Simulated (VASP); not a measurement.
Wanted: the native input for a VASP 6.6.1 run.

```yaml
Task: single point
Functional: PBE
Potentials_or_basis: VASP PAW PBE potentials, release 64 (Sn_d, Se, S)
Cutoff: 520 eV
k_mesh: 4 × 4 × 4
Occupations: gaussian, width 0.1 eV
Spin: no spin polarisation
Dipole_correction: no
Further_INCAR_settings: ALGO = Normal; EDIFF = 1e-06; NBANDS = 50
```

The structure of Sn4Se3S lies in POSCAR:

```
Sn4Se3S
1.0
   -3.0214368100      3.0214368100      6.0428736200
    3.0214368100     -3.0214368100      6.0428736200
    3.0214368100      3.0214368100     -6.0428736200
Sn Se S
4 3 1
Direct
    0.5000000000      0.0000000000      0.5000000000
    0.2500000000      0.2500000000      0.0000000000
    0.0000000000      0.5000000000      0.5000000000
    0.7500000000      0.7500000000      0.0000000000
    0.7500000000      0.2500000000      0.5000000000
    0.2500000000      0.7500000000      0.5000000000
    0.0000000000      0.0000000000      0.0000000000
    0.5000000000      0.5000000000      0.0000000000
```

The input as run:

INCAR

```
  ALGO = Normal
  EDIFF = 1E-6
  ENCUT = 520
  GGA = PE
  ISIF = 2
  ISMEAR = 0
  LASPH = T
  LCHARG = F
  LREAL = F
  LWAVE = F
  NBANDS = 50
  NELM = 100
  PREC = Accurate
  SIGMA = 0.1
```

KPOINTS

```
k-points
0
Gamma
  4 4 4
```

Potentials or basis: VASP PAW PBE potentials, release 64 (Sn_d, Se, S).

Run with:

```sh
$ cat potpaw_PBE.64/Sn_d/POTCAR potpaw_PBE.64/Se/POTCAR potpaw_PBE.64/S/POTCAR > POTCAR
$ mpirun -np 1 vasp_std > vasp.out
```

It gave:

| Quantity | Value |
| --- | --- |
| Pressure | -0.9 GPa |
| Largest force | 0.224 eV/Å |
| Band gap on the k mesh | 0.37 eV, direct |

Caveat: spin-orbit coupling is left out, which moves the levels of the heavy elements.

Wall time 2.4 min on 1 thread of Intel(R) Xeon(R) Platinum 8488C (Sapphire Rapids), with other jobs on the host, peak memory 0.49 GiB.
